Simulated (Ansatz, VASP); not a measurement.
# CsCl: VASP beside Ansatz

The input POSCAR:

```
CsCl
1.0
    4.1406758997      0.0000000000      0.0000000000
    0.0000000000      4.1406758997      0.0000000000
    0.0000000000      0.0000000000      4.1406758997
Cs Cl
1 1
Direct
    0.0000000000      0.0000000000      0.0000000000
    0.5000000000      0.5000000000      0.5000000000
```

Contents of INCAR.step1:

```
ALGO     = Normal         # electronic algorithm
EDIFF    = 1E-5           # SCF threshold, eV
ENCUT    = 400            # plane-wave cutoff, eV
GGA      = PE             # functional
GGA_COMPAT= False        
ISIF     = 2              # what is computed and relaxed
ISMEAR   = 0              # smearing method
LASPH    = True           # aspherical terms in the spheres
LREAL    = False          # projectors in reciprocal space
LWAVE    = True           # write WAVECAR
NBANDS   = 15             # bands
NELM     = 120            # most SCF steps
PREC     = Accurate       # precision mode
SIGMA    = 0.01           # smearing width, eV
```

The input INCAR.step2:

```
ALGO     = Normal         # electronic algorithm
EDIFF    = 1E-6           # SCF threshold, eV
ENCUT    = 400            # plane-wave cutoff, eV
GGA      = PE             # functional
GGA_COMPAT= False        
HFSCREEN = 0.2079         # screening, 1/A
ISIF     = 2              # what is computed and relaxed
ISMEAR   = 0              # smearing method
ISTART   = 1            
LASPH    = True           # aspherical terms in the spheres
LCHARG   = True           # write CHGCAR
LELF     = True           # ELF
LHFCALC  = True           # exact exchange
LREAL    = False          # projectors in reciprocal space
LVHAR    = True         
LWAVE    = False          # write WAVECAR
NBANDS   = 15             # bands
NELM     = 120            # most SCF steps
PREC     = Accurate       # precision mode
PRECFOCK = Normal       
SIGMA    = 0.01           # smearing width, eV
```

Contents of KPOINTS:

```
k-points
0
Gamma
  4 4 4
```

Input for Ansatz:

```yaml
crystal:
  lattice:
    - [4.1406758997, 0.0, 0.0]
    - [0.0, 4.1406758997, 0.0]
    - [0.0, 0.0, 4.1406758997]
  atoms:
    - { symbol: Cs, position: [0.0, 0.0, 0.0] }
    - { symbol: Cl, position: [0.5, 0.5, 0.5] }
kpoints:
  mp_grid: { grid: [4, 4, 4] }
hamiltonian:
  xc: hse06
scf:
  occupations: { method: fixed }
  n_extra_bands: 4
output:
  forces: true
  stress: true
  eigenvalues: true
```

Alike in both runs: task single point; functional HSE06; k mesh 4 × 4 × 4; no spin polarisation.

|  | VASP | Ansatz |
| --- | --- | --- |
| version | VASP 6.6.1 | Ansatz 0.2.0 |
| potentials or method | VASP PAW PBE potentials, release 64 (Cs_sv, Cl) | plane waves, PAW |
| plane-wave cutoff (eV) | 400 | 420 |
| occupations | gaussian, width 0.01 eV | fixed |
| valence electrons in the cell | 16 | 16 |

|  | VASP | Ansatz | Ansatz less VASP |
| --- | --- | --- | --- |
| gap on the k mesh at the Fermi level (eV) | 6.51 | 6.53 | +0.012 |
| pressure (GPa) | 0.4 | 0.4 | +0.03 |

Ansatz's warnings: stress exchange threshold loose, stress scf threshold loose.

Neither program's run includes spin-orbit coupling.
